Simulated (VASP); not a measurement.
# Si (Cccm) in VASP: relaxation of cell and atoms with PBE+D4

Aim: the relaxation of cell and atoms of Si with PBE+D4.

Everything below comes from runs of VASP 6.6.1. Logs are shortened: lines on timing, memory, paths and dates and some standing lists are left out, and cuts for length are marked.

### Step 1. The cell of the first run

The structure is orthorhombic, space group Cccm (No. 66). Conventional cell: a = 4.399 Å, b = 8.272 Å, c = 7.086 Å, α = 90.00°, β = 90.00°, γ = 90.00°. Within 3.1 Å of Si (site symmetry 222) lie 4 Si at 2.35 Å. Si (site symmetry m) has 5 Si at 2.35 to 3.09 Å within 3.1 Å.

### Step 2. Relaxation of cell and atoms, PBE+D4

Input file INCAR:

```
PREC = Accurate ; ENCUT = 600
EDIFF = 1E-6 ; ISMEAR = 0
SIGMA = 0.1 ; LREAL = F
LASPH = T ; NELM = 100
ALGO = Normal ; ISIF = 3
LWAVE = F ; LCHARG = F
GGA = PE ; IVDW = 13
IBRION = 2 ; NSW = 100
EDIFFG = -0.01
```

Input file KPOINTS:

```
Automatic mesh
0
Gamma
  10 10 6
```

Input file POSCAR:

```
Si
1.0
    2.1994999522     -4.1361140523      0.0000000000
    2.1994999522      4.1361140523      0.0000000000
    0.0000000000      0.0000000000      7.0856005715
Si
6
Direct
    0.5000000000      0.5000000000      0.7500000000
    0.5000000000      0.5000000000      0.2500000000
    0.3175039693      0.1049958351      0.5000000000
    0.6824960307      0.8950041649      0.5000000000
    0.1049958351      0.3175039693      0.0000000000
    0.8950041649      0.6824960307      0.0000000000
```

Potentials or basis: VASP PAW PBE potentials, release 64 (Si).

The run is started by

```
> cat potpaw_PBE.64/Si/POTCAR > POTCAR
> mpirun -np 1 vasp_std > vasp.out
```

OUTCAR:

```text
PREC = Accurate
   ENCUT = 600
   EDIFF = 1E-6
   ISMEAR = 0
   LREAL = F
   LASPH = T
   NELM = 100
   ISIF = 3
   GGA = PE
   IVDW = 13
   IBRION = 2
   NSW = 100
   EDIFFG = -0.01

 ion  position               nearest neighbor table
   1  0.500  0.500  0.750-   3 2.35   4 2.35   5 2.35   6 2.35
   2  0.500  0.500  0.250-   3 2.35   4 2.35   5 2.35   6 2.35
   3  0.318  0.105  0.500-   1 2.35   2 2.35   4 2.40   4 2.56   4 3.09
   4  0.682  0.895  0.500-   1 2.35   2 2.35   3 2.40   3 2.56   3 3.09
   5  0.105  0.318  0.000-   1 2.35   2 2.35   6 2.40   6 2.56   6 3.09
   6  0.895  0.682  0.000-   1 2.35   2 2.35   5 2.40   5 2.56   5 3.09

  LATTYP: Found a base centered orthorhombic cell.
 ALAT       =     4.3989999044
 B/A-ratio  =     1.8804792645
 C/A-ratio  =     1.6107298762

  Lattice vectors:

 A1 = (   2.1994999522,  -4.1361140523,   0.0000000000)
 A2 = (   2.1994999522,   4.1361140523,   0.0000000000)
 A3 = (   0.0000000000,   0.0000000000,   7.0856005715)

Analysis of symmetry for initial positions (statically):
=====================================================================
 Subroutine PRICEL returns:
 Original cell was already a primitive cell.

 Routine SETGRP: Setting up the symmetry group for a
 base centered orthorhombic supercell.

 Subroutine GETGRP returns: Found  8 space group operations
 (whereof  4 operations were pure point group operations)
 out of a pool of  8 trial point group operations.

The static configuration has the point symmetry C_2h.
 The point group associated with its full space group is D_2h.

Analysis of symmetry for dynamics (positions and initial velocities):
=====================================================================
 Subroutine PRICEL returns:
 Original cell was already a primitive cell.

 Routine SETGRP: Setting up the symmetry group for a
 base centered orthorhombic supercell.

 Subroutine GETGRP returns: Found  8 space group operations
 (whereof  4 operations were pure point group operations)
 out of a pool of  8 trial point group operations.

The dynamic configuration has the point symmetry C_2h.
 The point group associated with its full space group is D_2h.

 Subroutine INISYM returns: Found  8 space group operations
 (whereof  4 operations are pure point group operations),
 and found     1 'primitive' translations

----------------------------------------------------------------------------------------

                                     Primitive cell

  volume of cell :     128.9208

  direct lattice vectors                    reciprocal lattice vectors
     2.199499952 -4.136114052  0.000000000     0.227324397 -0.120886415  0.000000000
     2.199499952  4.136114052  0.000000000     0.227324397  0.120886415  0.000000000
     0.000000000  0.000000000  7.085600571     0.000000000  0.000000000  0.141131297

  length of vectors
     4.684574633  4.684574633  7.085600571     0.257468264  0.257468264  0.141131297

  position of ions in fractional coordinates (direct lattice)
     0.500000000  0.500000000  0.750000000
     0.500000000  0.500000000  0.250000000
     0.317503969  0.104995835  0.500000000
     0.682496031  0.895004165  0.500000000
     0.104995835  0.317503969  0.000000000
     0.895004165  0.682496031  0.000000000

  ion indices of the primitive-cell ions
   primitive index   ion index
                 1           1
                 2           2
                 3           3
                 4           4
                 5           5
                 6           6

----------------------------------------------------------------------------------------

 KPOINTS: Automatic mesh

Automatic generation of k-mesh.
 Grid dimensions read from file:
 generate k-points for:   10   10    6

 Generating k-lattice:

  Cartesian coordinates                     Fractional coordinates (reciprocal lattice)
     0.022732440 -0.012088642  0.000000000     0.100000000  0.000000000  0.000000000
     0.022732440  0.012088642  0.000000000     0.000000000  0.100000000  0.000000000
     0.000000000  0.000000000  0.023521883     0.000000000  0.000000000  0.166666667

  Length of vectors
     0.025746826  0.025746826  0.023521883

  Shift w.r.t. Gamma in fractional coordinates (k-lattice)
     0.000000000  0.000000000  0.000000000

 Subroutine IBZKPT returns following result:
 ===========================================

 Found    124 irreducible k-points:

 Following reciprocal coordinates:
            Coordinates               Weight
  0.000000  0.000000  0.000000      1.000000
  0.100000  0.000000  0.000000      4.000000
  0.200000  0.000000  0.000000      4.000000
  0.300000  0.000000  0.000000      4.000000
  0.400000  0.000000  0.000000      4.000000
  0.500000  0.000000  0.000000      2.000000
[... 16 lines left out ...]
  0.300000  0.300000  0.000000      2.000000
  0.400000  0.300000  0.000000      4.000000
 [... further k-points ...]
   k-points           NKPTS =    124   k-points in BZ     NKDIM =    124   number of bands    NBANDS=     16
   number of dos      NEDOS =    301   number of ions     NIONS =      6
   total plane-waves  NPLWV =  96000
   dimension x,y,z NGX =    40 NGY =   40 NGZ =   60
   dimension x,y,z NGXF=    80 NGYF=   80 NGZF=  120
   ions per type =               6
   NGX,Y,Z   is equivalent  to a cutoff of  14.20, 14.20, 14.08 a.u.
   NGXF,Y,Z  is equivalent  to a cutoff of  28.39, 28.39, 28.16 a.u.
 SYSTEM =  unknown system
   PREC   = accura    normal or accurate (medium, high low for compatibility)
   ISTART =      0    job   : 0-new  1-cont  2-samecut
   ICHARG =      2    charge: 1-file 2-atom 10-const
   ISPIN  =      1    spin polarized calculation?
   LNONCOLLINEAR =      F non collinear calculations
   LSORBIT =      F    spin-orbit coupling
   LASPH  =      T    aspherical Exc in radial PAW
   ENCUT  =  600.0 eV  44.10 Ry    6.64 a.u.   9.36  9.36 14.15*2*pi/ulx,y,z
   NELM   =    100;   NELMIN=  2; NELMDL= -5     # of ELM steps
   EDIFF  = 0.1E-05   stopping-criterion for ELM
   LREAL  =      F    real-space projection
   EDIFFG = -.1E-01   stopping-criterion for IOM
   NSW    =    100    number of steps for IOM
   IBRION =      2    ionic relax: 0-MD 1-quasi-New 2-CG
   NFREE  =      1    steps in history (QN), initial steepest desc. (CG)
   ISIF   =      3    stress and relaxation
   ISYM   =      2    0-nonsym 1-usesym 2-fastsym
   POTIM  = 0.5000    time-step for ionic-motion
   TEBEG  =    0.0;   TEEND  =   0.0 temperature during run
   PSTRESS=    0.0 pullay stress
   NELECT =      24.0000    total number of electrons
   NUPDOWN=      -1.0000    fix difference up-down
   EMIN   =  10.00;   EMAX   =-10.00  energy-range for DOS
   EFERMI =   0.00;   METHOD = LEGACY
   ISMEAR =     0;   SIGMA  =   0.10  broadening in eV -4-tet -1-fermi 0-gaus
   EFERMI_NEDOS =   21; number of points for ismear=-14 and -15
   IALGO  =     38    algorithm
   IMIX   =      4    mixing-type and parameters
     AMIX     =   0.40;   BMIX     =  1.00
     AMIX_MAG =   1.60;   BMIX_MAG =  1.00
  volume/ion in A,a.u.               =      21.49       145.00
  Fermi-wavevector in a.u.,A,eV,Ry     =   0.934769  1.766457 11.888671  0.873793
  Thomas-Fermi vector in A             =   2.061608
   LORBIT       =      0    0 simple, 1 ext, 2 COOP (PROOUT), +10 PAW based schemes
   GGA     = PE    functional components
   LHFCALC =     F    Hartree Fock is set to
   AEXX    =    0.0000 exact exchange contribution
   IVDW    =    13    specifies the selected vdW correction
   LEPSILON=     F    determine dielectric tensor
   LRPA    =     F    only Hartree local field effects (RPA)
 conjugate gradient relaxation of ions
 non-spin polarized calculation
 Gauss-broadening in eV      SIGMA  =   0.10
  energy-cutoff  :      600.00
  volume of cell :      128.92
 maximum number of plane-waves:      4346
 NGX is ok and might be reduce to    40
   NGX = 19   NGY = 19   NGZ = 29

--------------------------------------- Ionic step        1  -------------------------------------------

 number of electron      24.0000001 magnetization

 Free energy of the ion-electron system (eV)
  ---------------------------------------------------
  ext. energy  EPLUGINS =         0.00000000
  ---------------------------------------------------
  free energy    TOTEN  =       -30.07031721 eV

  energy without entropy =      -30.05825382  energy(sigma->0) =      -30.06428552

------------------------ aborting loop because EDIFF is reached ----------------------------------------

  DFT-D4 for vdW energy calculation

  Edisp (eV):   -1.81655

  FORCE on cell =-STRESS in cart. coord.  units (eV):
  Direction    XX          YY          ZZ          XY          YZ          ZX
  --------------------------------------------------------------------------------------
  -------------------------------------------------------------------------------------
  Total      -2.27108    -1.05769    -1.46350     0.00000     0.00000     0.00000
  in kB     -28.22412   -13.14460   -18.18776     0.00000     0.00000     0.00000
  external pressure =      -19.85 kB  Pullay stress =        0.00 kB
[... 109 lines left out ...]
  FREE ENERGIE OF THE ION-ELECTRON SYSTEM (eV)
  ---------------------------------------------------
  free  energy   TOTEN  =       -31.9210780264 eV

  energy  without entropy=      -31.9100548967  energy(sigma->0) =      -31.91556646

[... ionic steps 4 to 8 ...]

--------------------------------------- Ionic step        9  -------------------------------------------

 number of electron      24.0000000 magnetization

------------------------ aborting loop because EDIFF is reached ----------------------------------------

  DFT-D4 for vdW energy calculation

  Edisp (eV):   -1.92490
[... 77 lines left out ...]
  energy  without entropy=      -31.9590244328  energy(sigma->0) =      -31.96402137

--------------------------------------- Ionic step       11  -------------------------------------------

 number of electron      24.0000000 magnetization

 Free energy of the ion-electron system (eV)
  ---------------------------------------------------
  ext. energy  EPLUGINS =         0.00000000
  ---------------------------------------------------
  free energy    TOTEN  =       -30.04657252 eV

  energy without entropy =      -30.03655222  energy(sigma->0) =      -30.04156237

 E-fermi :   5.6828     XC(G=0):  -9.3985

 val. band max:        5.6500299265   @ k =   0.2000   0.0000   0.0000
 cond. band min:       5.6866309035   @ k =   0.3000   0.2000   0.0000
 fundamental gap:      0.0366009770
 Fermi energy:         5.6827601700

 k-point     1 :       0.0000    0.0000    0.0000
  band No.  band energies     occupation
      1      -6.5502      2.00000
      2      -4.5170      2.00000
      3      -2.8168      2.00000
      4       1.1888      2.00000
      5       1.3458      2.00000
      6       1.5084      2.00000
[... 8 lines left out ...]
     15       6.8833      0.00000
     16       7.0593      0.00000
[... 420 lines left out ...]
  band No.  band energies     occupation
      1      -5.0911      2.00000
      2      -3.0404      2.00000
      3      -2.7887      2.00000
      4      -2.5070      2.00000
      5      -1.8823      2.00000
      6       0.6848      2.00000
[... 8 lines left out ...]
     15       8.7321      0.00000
     16       9.1398      0.00000

 [... further k-points ...]

------------------------ aborting loop because EDIFF is reached ----------------------------------------

  DFT-D4 for vdW energy calculation

  Edisp (eV):   -1.92271

  FORCE on cell =-STRESS in cart. coord.  units (eV):
  Direction    XX          YY          ZZ          XY          YZ          ZX
  --------------------------------------------------------------------------------------
  -------------------------------------------------------------------------------------
  Total      -0.03158    -0.02712     0.00046     0.00000     0.00000     0.00000
  in kB      -0.41497    -0.35637     0.00610     0.00000     0.00000     0.00000
  external pressure =       -0.26 kB  Pullay stress =        0.00 kB
[... 21 lines left out ...]
  FREE ENERGIE OF THE ION-ELECTRON SYSTEM (eV)
  ---------------------------------------------------
  free  energy   TOTEN  =       -31.9692852739 eV

  energy  without entropy=      -31.9592649799  energy(sigma->0) =      -31.96427513

 reached required accuracy - stopping structural energy minimisation
```

Wall time 40 min (1 thread of Intel Xeon 8259CL, shared host); peak memory 0.46 GiB.

Results:

```
Free energy                           : -31.9693 eV
Relaxed volume                        : 20.32 Å³/atom
Relaxed cell                          : a = 4.687 Å, b = 4.687 Å, c = 7.003 Å, α = 90.00°, β = 90.00°, γ = 127.57°
Space group after relaxing (to 0.1 Å) : Cccm (No. 66)
Energy gained by relaxing             : 13.7 meV/atom
Ionic steps                           : 11
Pressure after relaxing               : 0.0 GPa
Largest force after relaxing          : 0.003 eV/Å
Band gap on the k mesh                : zero (bands 12 and 13 overlap by 1.24 eV)
Dispersion energy per atom            : -0.320 eV
```

Forces on the atoms (eV/Å):
```
Si   0.000  0.000  0.000
Si   0.000  0.000  0.000
Si  -0.002 -0.003  0.000
Si   0.002  0.003  0.000
Si  -0.002  0.003  0.000
Si   0.002 -0.003  0.000
```

The path:
| step | energy change (eV) | largest force (eV/Å) | pressure (GPa) | volume (Å³) |
| --- | --- | --- | --- | --- |
| 1 | 0.0000 | 0.1158 | -1.99 | 128.92 |
| 2 | -0.0341 | 0.2691 | 0.57 | 124.01 |
| 3 | -0.0342 | 0.2580 | 0.41 | 124.30 |
| 4 | -0.0555 | 0.1296 | 0.34 | 123.29 |
| 5 | -0.0635 | 0.0742 | 0.32 | 122.18 |
| 6 | -0.0782 | 0.0860 | -0.07 | 122.24 |
| 7 | -0.0788 | 0.1246 | -0.16 | 122.25 |
| 8 | -0.0821 | 0.0532 | 0.12 | 121.81 |
| 9 | -0.0821 | 0.0504 | 0.14 | 121.78 |
| 10 | -0.0822 | 0.0396 | -0.16 | 122.10 |
| 11 | -0.0824 | 0.0032 | -0.03 | 121.95 |

Final structure:
```
CELL_PARAMETERS angstrom
2.07060 -4.20520 0.00000
2.07060 4.20520 0.00000
0.00000 0.00000 7.00262
ATOMIC_POSITIONS crystal
Si 0.50000 0.50000 0.75000
Si 0.50000 0.50000 0.25000
Si 0.31293 0.09118 0.50000
Si 0.68707 0.90882 0.50000
Si 0.09118 0.31293 0.00000
Si 0.90882 0.68707 0.00000
```

Levels at points of the mesh, in eV from the Fermi level:
| k point | band 10 | band 11 | band 12 | band 13 | band 14 | band 15 |
| --- | --- | --- | --- | --- | --- | --- |
| (0.00, 0.00, 0.00) | -1.51 | -1.03 | -0.97 | 0.23 | 0.48 | 1.20 |
| (0.50, 0.00, 0.00) | -1.69 | -1.67 | -1.42 | 1.52 | 2.07 | 2.69 |
| (0.50, 0.50, 0.00) | -1.71 | -1.48 | 0.13 | 1.32 | 1.94 | 2.08 |
| (0.00, 0.00, 0.50) | -2.19 | -1.57 | -1.57 | 0.64 | 0.64 | 2.86 |
| (0.50, 0.00, 0.50) | -1.95 | -1.82 | -1.72 | 0.34 | 2.66 | 2.72 |
| (0.50, 0.50, 0.50) | -2.89 | -0.87 | -0.87 | 2.97 | 2.97 | 4.04 |
